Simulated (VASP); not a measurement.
Here is a VASP 6.6.1 calculation.

File INCAR:

```
SYSTEM = HfC
PREC = Accurate
ENCUT = 600
EDIFF = 1E-6
ISMEAR = -1
SIGMA = 0.05
LREAL = .False.
LASPH = .True.
NELM = 100
ALGO = Normal
ISIF = 3
LWAVE = .False.
LCHARG = .False.
GGA = PE
IBRION = 2
NSW = 32
EDIFFG = -0.005
PSTRESS = 2800.0
```

KPOINTS

```
regular mesh
0
Gamma
  16 16 16
  0 0 0
```

File POSCAR:

```
HfC
1.0
    0.0000000000      2.0551192266      2.0551192266
    2.0551192266      0.0000000000      2.0551192266
    2.0551192266      2.0551192266      0.0000000000
Hf C
1 1
Direct
    0.0000000000      0.0000000000      0.0000000000
    0.2500000000      0.2500000000      0.2500000000
```

Potentials or basis: VASP PAW PBE potentials, release 64 (Hf_pv, C).

Run with:

```sh
$ cat potpaw_PBE.64/Hf_pv/POTCAR potpaw_PBE.64/C/POTCAR > POTCAR
$ mpirun -np 1 vasp_std > vasp.out
```

Question: Estimate the band gap on the k mesh.

Answer: Zero (band 7 reaches 9.72 eV, above the bottom of band 8 at 8.93 eV).

Question: What does it give for the relaxed volume?

Answer: 8.74 Å³/atom.

Final structure:
```cif
data_structure
_symmetry_space_group_name_H-M 'P 1'
_symmetry_Int_Tables_number 1
_cell_length_a 2.9132
_cell_length_b 2.9132
_cell_length_c 2.9132
_cell_angle_alpha 60.000
_cell_angle_beta 60.000
_cell_angle_gamma 60.000
_cell_volume 17.48
loop_
_atom_site_label
_atom_site_type_symbol
_atom_site_fract_x
_atom_site_fract_y
_atom_site_fract_z
_atom_site_occupancy
Hf1 Hf 0.00000 0.00000 0.00000 1
C1 C 0.25000 0.25000 0.25000 1
```

Caveat: the cell is relaxed towards a set pressure, so the enthalpy falls and the energy may rise; spin-orbit coupling is left out, which moves the levels of the heavy elements.
